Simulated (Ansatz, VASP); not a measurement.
## One calculation of MgCdO, two programs

Contents of INCAR:

```
SYSTEM = MgCdO
PREC = Accurate
ENCUT = 520
EDIFF = 1E-6
ISMEAR = 0
SIGMA = 0.1
LREAL = .FALSE.
LASPH = .TRUE.
NELM = 150
ALGO = Normal
ISIF = 2
LWAVE = .FALSE.
LCHARG = .TRUE.
ISPIN = 2
MAGMOM = 0 0 0 0 1 1
LORBIT = 11
GGA = PE
LELF = .TRUE.
LVHAR = .TRUE.
NBANDS = 33
```

The input KPOINTS:

```
regular mesh
0
G
  6 6 4
  0 0 0
```

POSCAR

```
MgCdO
1.0
    3.6122716100      0.0000000000      0.0000000000
    0.0000000000      3.6122716100      0.0000000000
    0.0000000000      0.0000000000      6.2113693400
Mg Cd O
2 2 2
Direct
    0.0000000000      0.5000000000      0.6277660100
    0.5000000000      0.0000000000      0.3722339900
    0.0000000000      0.5000000000      0.1668660000
    0.5000000000      0.0000000000      0.8331340000
    0.0000000000      0.0000000000      0.0000000000
    0.5000000000      0.5000000000      0.0000000000
```

Input for Ansatz:

```yaml
crystal:
  lattice:
    - [3.61227161, 0.0, 0.0]
    - [0.0, 3.61227161, 0.0]
    - [0.0, 0.0, 6.21136934]
  atoms:
    - { symbol: Mg, position: [0.0, 0.5, 0.62776601] }
    - { symbol: Mg, position: [0.5, 0.0, 0.37223399] }
    - { symbol: Cd, position: [0.0, 0.5, 0.166866] }
    - { symbol: Cd, position: [0.5, 0.0, 0.833134] }
    - { symbol: O, position: [0.0, 0.0, 0.0], spin: 1.0 }
    - { symbol: O, position: [0.5, 0.5, 0.0], spin: 1.0 }
basis:
  ecutwfc: 420
kpoints:
  mp_grid: { grid: [6, 6, 4] }
hamiltonian:
  xc: pbe
scf:
  occupations: { method: gaussian, width: 0.1 }
  lower_state_search: "off"
output:
  forces: true
  stress: true
  eigenvalues: true
  populations: true
magnetization:
  spin_polarized: true
```

Change from the starting cell: species swapped into the DyClO type (P4/nmm, No. 129).

Alike in both runs: task single point; functional PBE; k mesh 6 × 6 × 4; occupations gaussian, width 0.1 eV; collinear spin.

|  | VASP | Ansatz |
| --- | --- | --- |
| version | VASP 6.6.1 | Ansatz 0.2.0 |
| potentials or method | VASP PAW PBE potentials, release 64 (Mg, Cd, O), cutoff 520 eV | scalar-relativistic, plane waves, PAW |
| valence electrons in the cell | 40 | 72 |

```tsv
	VASP	Ansatz	Ansatz less VASP
gap on the k mesh at the Fermi level (eV)	none	none	-
rms of the force components (eV/Å)	1.210	1.087	-0.1226
net moment per atom (μB)	0.00	0.00	0.000
```

Atom by atom the forces differ by 0.124 eV/Å (rms over components). A gap of «none» marks a metal or a gap that the smearing closes. VASP's potentials hold 40 valence electrons a cell and Ansatz's 72, so a difference there can come from the potentials and not from the codes. Ansatz's warnings: seeded moment not kept.
